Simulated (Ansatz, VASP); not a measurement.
# NbSb: VASP beside Ansatz

INCAR

```
SYSTEM = NbSb
PREC = Accurate ; ENCUT = 520
EDIFF = 1E-8 ; ISMEAR = -1
SIGMA = 0.05 ; LREAL = .False.
LASPH = .True. ; NELM = 100
ALGO = Normal ; ISIF = 2
LWAVE = .False. ; LCHARG = .False.
GGA = PE ; LEFG = .True.
NBANDS = 16
```

File KPOINTS:

```
Automatic mesh
0
Gamma
  11 11 10
  0 0 0
```

POSCAR

```
NbSb
1.0
    3.5592036067      0.0000000000      0.0000000000
   -1.7796018034      3.0823607406      0.0000000000
    0.0000000000      0.0000000000      3.7746578681
Nb Sb
1 1
Direct
    0.0000000000      0.0000000000      0.0000000000
    0.3333333333      0.6666666667      0.5000000000
```

Input for Ansatz:

```yaml
crystal:
  lattice:
    - [3.5592036067, 0.0, 0.0]
    - [-1.7796018034, 3.0823607406, 0.0]
    - [0.0, 0.0, 3.7746578681]
  atoms:
    - { symbol: Nb, position: [0.0, 0.0, 0.0] }
    - { symbol: Sb, position: [0.3333333333, 0.6666666667, 0.5] }
kpoints:
  mp_grid: { grid: [11, 11, 10] }
scf:
  occupations: { method: fermi_dirac, width: 0.05 }
hamiltonian:
  xc: pbe
  pseudopotentials: { kind: paw }
output:
  forces: true
  stress: true
  eigenvalues: true
  efg: { contact_densities: true }
```

Change from the starting cell: volume scaled by 0.97, PAW files.

Alike in both runs: task electric field gradients; functional PBE; k mesh 11 × 11 × 10; occupations fermi-dirac, width 0.05 eV; no spin polarisation.

|  | VASP | Ansatz |
| --- | --- | --- |
| version | VASP 6.6.1 | Ansatz 0.2.0 |
| potentials or method | VASP PAW PBE potentials, release 64 (Nb_sv, Sb) | PAW with Ansatz's default frozen-core files, scalar-relativistic |
| plane-wave cutoff (eV) | 520 | 420 |
| valence electrons in the cell | 18 | 28 |

VASP gave:

- pressure (GPa): 3.9
- traceless stress, the component that is largest in VASP (GPa): 0.93
- size of Vzz on the site where it differs most (V/Å²): 77.7

Task: What did Ansatz give for the same quantities?

Result: Pressure (GPa): 4.2; traceless stress, the component that is largest in VASP (GPa): 0.95; size of Vzz on the site where it differs most (V/Å²): 73.7.

With one functional, cell and mesh, what is left measures potentials, basis and numerics. VASP's potentials hold 18 valence electrons a cell and Ansatz's 28, so a difference there can come from the potentials and not from the codes.

Neither program's run includes spin-orbit coupling.
